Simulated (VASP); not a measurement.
# Cd4SeS3 (P-4m2) in VASP: further runs

The runs below take Cd4SeS3 through single point, relaxation of shape and atoms at fixed volume, with PBE.

Everything below comes from runs of VASP 6.6.1. Logs are shortened: lines on timing, memory, paths and dates and some standing lists are left out, and cuts for length are marked.

### 1 The cell of the first run

Symmetry: P-4m2, No. 115, tetragonal system. The conventional cell has a = 4.322 Å, b = 4.322 Å, c = 12.210 Å, α = 90.00°, β = 90.00°, γ = 90.00°. Cd (site symmetry 2mm) has 4 S at 2.62 Å within 3.5 Å. Within 3.5 Å of Cd (site symmetry 2mm) lie 2 S at 2.63 Å and 2 Se at 2.71 Å. Se (site symmetry -4m2) has 4 Cd at 2.71 Å within 3.6 Å. S (site symmetry 2mm) has 4 Cd at 2.62 to 2.63 Å within 3.5 Å. S (site symmetry -4m2) has 4 Cd at 2.62 Å within 3.5 Å.

### 2 Single point, PBE (28.52 Å³/atom)

INCAR reads:

```
SYSTEM = Cd4SeS3
ALGO     = Normal         ! electronic algorithm
EDIFF    = 1E-7           ! SCF threshold, eV
ENCUT    = 520            ! plane-wave cutoff, eV
GGA      = PE             ! functional
ISIF     = 2              ! what is computed and relaxed
ISMEAR   = 0              ! smearing method
LASPH    = .True.         ! aspherical terms in the spheres
LCHARG   = .False.        ! write CHGCAR
LREAL    = .False.        ! projectors in reciprocal space
LWAVE    = .False.        ! write WAVECAR
NBANDS   = 46             ! bands
NELM     = 80             ! most SCF steps
PREC     = Accurate       ! precision mode
SIGMA    = 0.02           ! smearing width, eV
```

KPOINTS reads:

```
k-points
0
Gamma
  6 6 4
  0 0 0
```

POSCAR reads:

```
Cd4SeS3
1.0
    4.3224793695      0.0000000000      0.0000000000
    0.0000000000      4.3224793695      0.0000000000
    0.0000000000      0.0000000000     12.2104837369
Cd Se S
4 1 3
Direct
    0.5000000000      0.0000000000      0.6216464931
    0.0000000000      0.5000000000      0.8658182522
    0.5000000000      0.0000000000      0.1341817478
    0.0000000000      0.5000000000      0.3783535069
    0.0000000000      0.0000000000      0.0000000000
    0.5000000000      0.5000000000      0.2564765096
    0.0000000000      0.0000000000      0.5000000000
    0.5000000000      0.5000000000      0.7435234904
```

Potentials or basis: VASP PAW PBE potentials, release 64 (Cd, Se, S).

Command:

```
cat potpaw_PBE.64/Cd/POTCAR potpaw_PBE.64/Se/POTCAR potpaw_PBE.64/S/POTCAR > POTCAR
mpirun -np 1 vasp_std > vasp.out
```

OUTCAR:

```text
SYSTEM = Cd4SeS3
   EDIFF = 1E-7
   ENCUT = 520
   GGA = PE
   ISIF = 2
   ISMEAR = 0
   LASPH = .True.
   LREAL = .False.
   NELM = 80
   PREC = Accurate

 ion  position               nearest neighbor table
   1  0.500  0.000  0.622-   7 2.62   7 2.62   8 2.62   8 2.62
   2  0.000  0.500  0.866-   8 2.63   8 2.63   5 2.71   5 2.71
   3  0.500  0.000  0.134-   6 2.63   6 2.63   5 2.71   5 2.71
   4  0.000  0.500  0.378-   7 2.62   7 2.62   6 2.62   6 2.62
   5  0.000  0.000  0.000-   2 2.71   3 2.71   2 2.71   3 2.71
   6  0.500  0.500  0.256-   4 2.62   4 2.62   3 2.63   3 2.63
   7  0.000  0.000  0.500-   1 2.62   4 2.62   4 2.62   1 2.62
   8  0.500  0.500  0.744-   1 2.62   1 2.62   2 2.63   2 2.63

  LATTYP: Found a simple tetragonal cell.
 ALAT       =     4.3224793695
 C/A-ratio  =     2.8248795872

  Lattice vectors:

 A1 = (   4.3224793695,   0.0000000000,   0.0000000000)
 A2 = (   0.0000000000,   4.3224793695,   0.0000000000)
 A3 = (   0.0000000000,   0.0000000000,  12.2104837369)

Analysis of symmetry for initial positions (statically):
=====================================================================
 Subroutine PRICEL returns:
 Original cell was already a primitive cell.

 Routine SETGRP: Setting up the symmetry group for a
 simple tetragonal supercell.

 Subroutine GETGRP returns: Found  8 space group operations
 (whereof  8 operations were pure point group operations)
 out of a pool of 16 trial point group operations.

The static configuration has the point symmetry D_2d.

Analysis of symmetry for dynamics (positions and initial velocities):
=====================================================================
 Subroutine PRICEL returns:
 Original cell was already a primitive cell.

 Routine SETGRP: Setting up the symmetry group for a
 simple tetragonal supercell.

 Subroutine GETGRP returns: Found  8 space group operations
 (whereof  8 operations were pure point group operations)
 out of a pool of 16 trial point group operations.

The dynamic configuration has the point symmetry D_2d.

 Subroutine INISYM returns: Found  8 space group operations
 (whereof  8 operations are pure point group operations),
 and found     1 'primitive' translations

----------------------------------------------------------------------------------------

                                     Primitive cell

  volume of cell :     228.1386

  direct lattice vectors                    reciprocal lattice vectors
     4.322479369  0.000000000  0.000000000     0.231348704  0.000000000  0.000000000
     0.000000000  4.322479369  0.000000000     0.000000000  0.231348704  0.000000000
     0.000000000  0.000000000 12.210483737     0.000000000  0.000000000  0.081896837

  length of vectors
     4.322479369  4.322479369 12.210483737     0.231348704  0.231348704  0.081896837

  position of ions in fractional coordinates (direct lattice)
     0.500000000  0.000000000  0.621646493
     0.000000000  0.500000000  0.865818252
     0.500000000  0.000000000  0.134181748
     0.000000000  0.500000000  0.378353507
     0.000000000  0.000000000  0.000000000
     0.500000000  0.500000000  0.256476510
     0.000000000  0.000000000  0.500000000
     0.500000000  0.500000000  0.743523490

  ion indices of the primitive-cell ions
   primitive index   ion index
                 1           1
                 2           2
                 3           3
                 4           4
                 5           5
                 6           6
                 7           7
                 8           8

----------------------------------------------------------------------------------------

 KPOINTS: k-points

Automatic generation of k-mesh.
 Grid dimensions read from file:
 generate k-points for:    6    6    4

 Generating k-lattice:

  Cartesian coordinates                     Fractional coordinates (reciprocal lattice)
     0.038558117  0.000000000  0.000000000     0.166666667  0.000000000  0.000000000
     0.000000000  0.038558117  0.000000000     0.000000000  0.166666667  0.000000000
     0.000000000  0.000000000  0.020474209     0.000000000  0.000000000  0.250000000

  Length of vectors
     0.038558117  0.038558117  0.020474209

  Shift w.r.t. Gamma in fractional coordinates (k-lattice)
     0.000000000  0.000000000  0.000000000

 Subroutine IBZKPT returns following result:
 ===========================================

 Found     30 irreducible k-points:

 Following reciprocal coordinates:
            Coordinates               Weight
  0.000000  0.000000  0.000000      1.000000
  0.166667  0.000000  0.000000      4.000000
  0.333333  0.000000  0.000000      4.000000
  0.500000  0.000000  0.000000      2.000000
  0.166667  0.166667  0.000000      4.000000
  0.333333  0.166667  0.000000      8.000000
[... 16 lines left out ...]
  0.333333  0.000000  0.500000      4.000000
  0.500000  0.000000  0.500000      2.000000
 [... further k-points ...]
   k-points           NKPTS =     30   k-points in BZ     NKDIM =     30   number of bands    NBANDS=     46
   number of dos      NEDOS =    301   number of ions     NIONS =      8
   total plane-waves  NPLWV =  98304
   dimension x,y,z NGX =    32 NGY =   32 NGZ =   96
   dimension x,y,z NGXF=    64 NGYF=   64 NGZF=  192
   ions per type =               4   1   3
   NGX,Y,Z   is equivalent  to a cutoff of  12.31, 12.31, 13.07 a.u.
   NGXF,Y,Z  is equivalent  to a cutoff of  24.61, 24.61, 26.14 a.u.
 SYSTEM =  Cd4SeS3
   PREC   = accura    normal or accurate (medium, high low for compatibility)
   ISTART =      0    job   : 0-new  1-cont  2-samecut
   ICHARG =      2    charge: 1-file 2-atom 10-const
   ISPIN  =      1    spin polarized calculation?
   LNONCOLLINEAR =      F non collinear calculations
   LSORBIT =      F    spin-orbit coupling
   LASPH  =      T    aspherical Exc in radial PAW
   ENCUT  =  520.0 eV  38.22 Ry    6.18 a.u.   8.04  8.04 22.70*2*pi/ulx,y,z
   NELM   =     80;   NELMIN=  2; NELMDL= -5     # of ELM steps
   EDIFF  = 0.1E-06   stopping-criterion for ELM
   LREAL  =      F    real-space projection
   EDIFFG = 0.1E-05   stopping-criterion for IOM
   NSW    =      0    number of steps for IOM
   IBRION =     -1    ionic relax: 0-MD 1-quasi-New 2-CG
   NFREE  =      0    steps in history (QN), initial steepest desc. (CG)
   ISIF   =      2    stress and relaxation
   ISYM   =      2    0-nonsym 1-usesym 2-fastsym
   POTIM  = 0.5000    time-step for ionic-motion
   TEBEG  =    0.0;   TEEND  =   0.0 temperature during run
   PSTRESS=    0.0 pullay stress
   NELECT =      72.0000    total number of electrons
   NUPDOWN=      -1.0000    fix difference up-down
   EMIN   =  10.00;   EMAX   =-10.00  energy-range for DOS
   EFERMI =   0.00;   METHOD = LEGACY
   ISMEAR =     0;   SIGMA  =   0.02  broadening in eV -4-tet -1-fermi 0-gaus
   EFERMI_NEDOS =   21; number of points for ismear=-14 and -15
   IALGO  =     38    algorithm
   IMIX   =      4    mixing-type and parameters
     AMIX     =   0.40;   BMIX     =  1.00
     AMIX_MAG =   1.60;   BMIX_MAG =  1.00
  volume/ion in A,a.u.               =      28.52       192.44
  Fermi-wavevector in a.u.,A,eV,Ry     =   1.114601  2.106290 16.902999  1.242335
  Thomas-Fermi vector in A             =   2.251198
   LORBIT       =      0    0 simple, 1 ext, 2 COOP (PROOUT), +10 PAW based schemes
   GGA     = PE    functional components
   LHFCALC =     F    Hartree Fock is set to
   AEXX    =    0.0000 exact exchange contribution
   IVDW    =     0    specifies the selected vdW correction
   LEPSILON=     F    determine dielectric tensor
   LRPA    =     F    only Hartree local field effects (RPA)
 non-spin polarized calculation
 Gauss-broadening in eV      SIGMA  =   0.02
  energy-cutoff  :      520.00
  volume of cell :      228.14
 maximum number of plane-waves:      6208
   NGX = 17   NGY = 17   NGZ = 45

 number of electron      71.9999967 magnetization

 Free energy of the ion-electron system (eV)
  ---------------------------------------------------
  ext. energy  EPLUGINS =         0.00000000
  ---------------------------------------------------
  free energy    TOTEN  =       -23.81794584 eV

  energy without entropy =      -23.81794584  energy(sigma->0) =      -23.81794584

 E-fermi :   0.5137     XC(G=0):  -8.5943

 val. band max:        0.4254682304   @ k =   0.0000   0.0000   0.0000
 cond. band min:       1.1388733466   @ k =   0.0000   0.0000   0.0000
 fundamental gap:      0.7134051162
 Fermi energy:         0.5137195097

 k-point     1 :       0.0000    0.0000    0.0000
  band No.  band energies     occupation
      1     -11.4692      2.00000
      2     -11.2783      2.00000
      3     -11.2263      2.00000
      4     -11.0373      2.00000
      5      -7.0962      2.00000
      6      -7.0962      2.00000
[... 38 lines left out ...]
     45       6.7578      0.00000
     46       6.7621      0.00000

 k-point     2 :       0.1667    0.0000    0.0000
  band No.  band energies     occupation
      1     -11.4150      2.00000
      2     -11.2502      2.00000
      3     -11.1998      2.00000
      4     -11.0389      2.00000
      5      -7.0814      2.00000
      6      -7.0666      2.00000
[... 38 lines left out ...]
     45       6.9105      0.00000
     46       7.0396      0.00000

 k-point     3 :       0.3333    0.0000    0.0000
  band No.  band energies     occupation
      1     -11.2890      2.00000
      2     -11.1910      2.00000
      3     -11.1466      2.00000
      4     -11.0604      2.00000
      5      -7.0429      2.00000
      6      -7.0199      2.00000
[... 38 lines left out ...]
     45       7.0808      0.00000
     46       7.2817      0.00000

 k-point     4 :       0.5000    0.0000    0.0000
  band No.  band energies     occupation
      1     -11.2063      2.00000
      2     -11.1286      2.00000
      3     -11.1226      2.00000
      4     -11.1198      2.00000
      5      -7.0163      2.00000
      6      -7.0142      2.00000
[... 920 lines left out ...]
     45       7.0477      0.00000
     46       7.1257      0.00000

 k-point    23 :       0.3333    0.0000    0.5000
  band No.  band energies     occupation
      1     -11.2748      2.00000
      2     -11.2286      2.00000
      3     -11.1082      2.00000
      4     -11.0754      2.00000
      5      -7.0423      2.00000
      6      -7.0283      2.00000
[... 38 lines left out ...]
     45       7.1824      0.00000
     46       7.1880      0.00000

 k-point    24 :       0.5000    0.0000    0.5000
  band No.  band energies     occupation
      1     -11.2062      2.00000
      2     -11.1286      2.00000
      3     -11.1218      2.00000
      4     -11.1207      2.00000
      5      -7.0092      2.00000
      6      -7.0090      2.00000
[... 38 lines left out ...]
     45       7.1278      0.00000
     46       7.3876      0.00000

 [... further k-points ...]
[... 5 lines left out ...]
  --------------------------------------------------------------------------------------
  -------------------------------------------------------------------------------------
  Total       -3.3857195     -3.3857195     -3.3754216      0.0000000      0.0000000      0.0000000
  in kB      -23.7773159    -23.7773159    -23.7049953      0.0000000      0.0000000      0.0000000
  external PRESSURE =     -23.7532090 kB  Pullay stress =       0.0000000 kB

 VOLUME and BASIS-vectors are now :
 -----------------------------------------------------------------------------
  energy-cutoff  :      520.00
  volume of cell :      228.14
      direct lattice vectors                 reciprocal lattice vectors
     4.322479369  0.000000000  0.000000000     0.231348704  0.000000000  0.000000000
     0.000000000  4.322479369  0.000000000     0.000000000  0.231348704  0.000000000
     0.000000000  0.000000000 12.210483737     0.000000000  0.000000000  0.081896837

 POSITION                                       TOTAL-FORCE (eV/Angst)
 -----------------------------------------------------------------------------------
      2.16124      0.00000      7.59060        -0.000000      0.000000      0.000600
      0.00000      2.16124     10.57206         0.000000      0.000000      0.000073
      2.16124      0.00000      1.63842         0.000000      0.000000     -0.000073
      0.00000      2.16124      4.61988         0.000000      0.000000     -0.000600
      0.00000      0.00000      0.00000         0.000000      0.000000      0.000000
      2.16124      2.16124      3.13170         0.000000     -0.000000     -0.000490
      0.00000      0.00000      6.10524         0.000000      0.000000      0.000000
      2.16124      2.16124      9.07878         0.000000     -0.000000      0.000490
 -----------------------------------------------------------------------------------
    total drift:                                0.000000      0.000000      0.000000

  FREE ENERGIE OF THE ION-ELECTRON SYSTEM (eV)
  ---------------------------------------------------
  free  energy   TOTEN  =       -23.8179458407 eV

  energy  without entropy=      -23.8179458407  energy(sigma->0) =      -23.81794584
```

Run time: 7.2 min. Hardware: 1 thread of Intel Xeon 8259CL, shared host; peak memory 0.47 GiB.

Results:

```yaml
Free_energy: -23.8179 eV
Pressure: -2.4 GPa
Band_gap_on_the_k_mesh: 0.71 eV
```

### 3 Single point, PBE (29.59 Å³/atom)

This run uses another cell than the first one, of 29.59 Å³/atom.

INCAR reads:

```
SYSTEM = Cd4SeS3
PREC = Accurate ; ENCUT = 520
EDIFF = 1E-6 ; ISMEAR = 0
SIGMA = 0.02 ; LREAL = .False.
LASPH = .True. ; NELM = 80
ALGO = Normal ; ISIF = 2
LWAVE = .False. ; LCHARG = .False.
GGA = PE ; NBANDS = 46
```

KPOINTS reads:

```
Automatic mesh
0
Gamma
  6 6 4
  0 0 0
```

POSCAR, as its differences from that of step 2:

```diff
@@ -2,5 +2,5 @@
 1.0
-    4.3224793695      0.0000000000      0.0000000000
-    0.0000000000      4.3224793695      0.0000000000
-    0.0000000000      0.0000000000     12.2104837369
+    4.3761802564      0.0000000000      0.0000000000
+    0.0000000000      4.3761802564      0.0000000000
+    0.0000000000      0.0000000000     12.3621822761
 Cd Se S
```

Potentials or basis: VASP PAW PBE potentials, release 64 (Cd, Se, S).

Command:

```
cat potpaw_PBE.64/Cd/POTCAR potpaw_PBE.64/Se/POTCAR potpaw_PBE.64/S/POTCAR > POTCAR
mpirun -np 1 vasp_std > vasp.out
```

Wall time 8.3 min (1 thread of Intel Xeon 8259CL, shared host); peak memory 0.52 GiB.

The run converged. Its results:

| Quantity | Value |
| --- | --- |
| Free energy | -23.6538 eV |
| Pressure | -3.7 GPa |
| Largest force | 0.009 eV/Å |
| Band gap on the k mesh | 0.63 eV |

Forces on the atoms (eV/Å):
```
Cd   0.000  0.000 -0.001
Cd   0.000  0.000  0.009
Cd   0.000  0.000 -0.009
Cd   0.000  0.000  0.001
Se   0.000  0.000  0.000
S    0.000  0.000  0.002
S    0.000  0.000  0.000
S    0.000  0.000 -0.002
```

Levels at points of the mesh, in eV from the valence-band top:
```tsv
k point	band 34	band 35	band 36	band 37	band 38	band 39
(0.00, 0.00, 0.00)	-0.06	0.00	0.00	0.63	3.04	3.09
(0.50, 0.00, 0.00)	-0.63	-0.61	-0.25	2.51	2.59	3.58
(0.50, 0.50, 0.00)	-1.46	-1.46	-1.37	3.50	3.70	3.88
(0.00, 0.00, 0.50)	-0.41	-0.13	-0.13	1.74	1.82	3.66
(0.50, 0.00, 0.50)	-0.75	-0.74	-0.25	2.96	3.07	3.09
(0.50, 0.50, 0.50)	-1.58	-1.58	-1.44	4.05	4.14	4.14
```

Caveat: the cell stands under tension. A k mesh can miss the band edges.

### 4 Relaxation of shape and atoms at fixed volume, PBE (24.48 Å³/atom)

This run uses another cell than the first one, of 24.48 Å³/atom.

INCAR reads:

```
ALGO = Normal ; EDIFF = 1E-6
EDIFFG = -0.01 ; ENCUT = 600
GGA = PE ; IBRION = 2
ISIF = 4 ; ISMEAR = 0
LASPH = True ; LCHARG = False
LREAL = False ; LWAVE = False
NELM = 100 ; NSW = 50
PREC = Accurate ; SIGMA = 0.02
```

KPOINTS reads:

```
k-points
0
Gamma
  6 6 4
```

POSCAR reads:

```
Cd4SeS3
1.0
    4.1098172667      0.0000000000      0.0000000000
    0.0000000000      4.1098172667      0.0000000000
    0.0000000000      0.0000000000     11.5954933189
Cd Se S
4 1 3
Direct
    0.5000000000      0.0000000000      0.6215952934
    0.0000000000      0.5000000000      0.8653813979
    0.5000000000      0.0000000000      0.1346186021
    0.0000000000      0.5000000000      0.3784047066
    0.0000000000      0.0000000000      0.0000000000
    0.5000000000      0.5000000000      0.2566205062
    0.0000000000      0.0000000000      0.5000000000
    0.5000000000      0.5000000000      0.7433794938
```

Command:

```
cat potpaw_PBE.64/Cd/POTCAR potpaw_PBE.64/Se/POTCAR potpaw_PBE.64/S/POTCAR > POTCAR
mpirun -np 1 vasp_std > vasp.out
```

It took 6.2 min on 1 thread of Oxide Virtual Turin-like, shared host; peak memory 0.5 GiB.

The run converged. Its results:

```yaml
Free_energy: -23.5285 eV
Energy_gained_by_relaxing: 0.0 meV/atom
Ionic_steps: 2
Pressure_after_relaxing: 6.4 GPa
Largest_force_after_relaxing: 0.009 eV/Å
Band_gap_on_the_k_mesh: 1.05 eV
```

Forces in eV/Å, atoms in the order of the input:
```
Cd   0.000  0.000  0.002
Cd   0.000  0.000 -0.009
Cd   0.000  0.000  0.009
Cd   0.000  0.000 -0.002
Se   0.000  0.000  0.000
S    0.000  0.000  0.000
S    0.000  0.000  0.000
S    0.000  0.000  0.000
```

Final structure:
```cif
data_structure
_symmetry_space_group_name_H-M 'P 1'
_symmetry_Int_Tables_number 1
_cell_length_a 4.1100
_cell_length_b 4.1100
_cell_length_c 11.5947
_cell_angle_alpha 90.000
_cell_angle_beta 90.000
_cell_angle_gamma 90.000
_cell_volume 195.85
loop_
_atom_site_label
_atom_site_type_symbol
_atom_site_fract_x
_atom_site_fract_y
_atom_site_fract_z
_atom_site_occupancy
Cd1 Cd 0.50000 0.00000 0.62160 1
Cd2 Cd 0.00000 0.50000 0.86530 1
Cd3 Cd 0.50000 0.00000 0.13470 1
Cd4 Cd 0.00000 0.50000 0.37840 1
Se1 Se 0.00000 0.00000 0.00000 1
S1 S 0.50000 0.50000 0.25659 1
S2 S 0.00000 0.00000 0.50000 1
S3 S 0.50000 0.50000 0.74341 1
```

Levels at points of the mesh, in eV from the valence-band top:
```tsv
k point	band 33	band 34	band 35	band 36	band 37	band 38	band 39	band 40
(0.00, 0.00, 0.00)	-1.02	-0.06	0.00	0.00	1.05	3.30	3.55	3.61
(0.50, 0.00, 0.00)	-1.02	-0.89	-0.84	-0.42	2.81	2.91	4.19	4.28
(0.50, 0.50, 0.00)	-2.18	-2.06	-2.06	-1.94	3.20	3.42	4.19	4.19
(0.00, 0.00, 0.50)	-0.54	-0.54	-0.22	-0.22	2.22	2.28	3.49	3.61
(0.50, 0.00, 0.50)	-1.03	-1.03	-1.03	-0.42	3.39	3.51	3.53	3.57
(0.50, 0.50, 0.50)	-2.29	-2.20	-2.20	-2.07	3.87	4.10	4.14	4.16
```

A k mesh can miss the band edges.

[end of part 1 of 2]
